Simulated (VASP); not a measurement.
Input of a VASP 6.6.1 run:

INCAR

```
SYSTEM = HfO2
ALGO = Normal
EDIFF = 1E-6
ENCUT = 520
GGA = PE
ISIF = 2
ISMEAR = -1
LASPH = .True.
LCHARG = .False.
LREAL = .False.
LWAVE = .False.
NBANDS = 18
NELM = 80
PREC = Accurate
SIGMA = 0.02
```

The input KPOINTS:

```
k-points
0
Gamma
  10 10 10
  0 0 0
```

Contents of POSCAR:

```
HfO2
1.0
    0.0000000000      2.5575000000      2.5575000000
    2.5575000000      0.0000000000      2.5575000000
    2.5575000000      2.5575000000      0.0000000000
Hf O
1 2
Direct
    0.0000000000      0.0000000000      0.0000000000
    0.2500000000      0.2500000000      0.2500000000
    0.7500000000      0.7500000000      0.7500000000
```

Potentials or basis: VASP PAW PBE potentials, release 64 (Hf_pv, O).

Run with:

```sh
$ cat potpaw_PBE.64/Hf_pv/POTCAR potpaw_PBE.64/O/POTCAR > POTCAR
$ mpirun -np 1 vasp_std > vasp.out
```

Predict the pressure.

-6.0 GPa.

Estimate the band gap on the k mesh.

3.73 eV, direct.

Caveat: spin-orbit coupling is left out, which moves the levels of the heavy elements. Expect the measured gap to be larger: semilocal functionals such as PBE lack the derivative discontinuity.
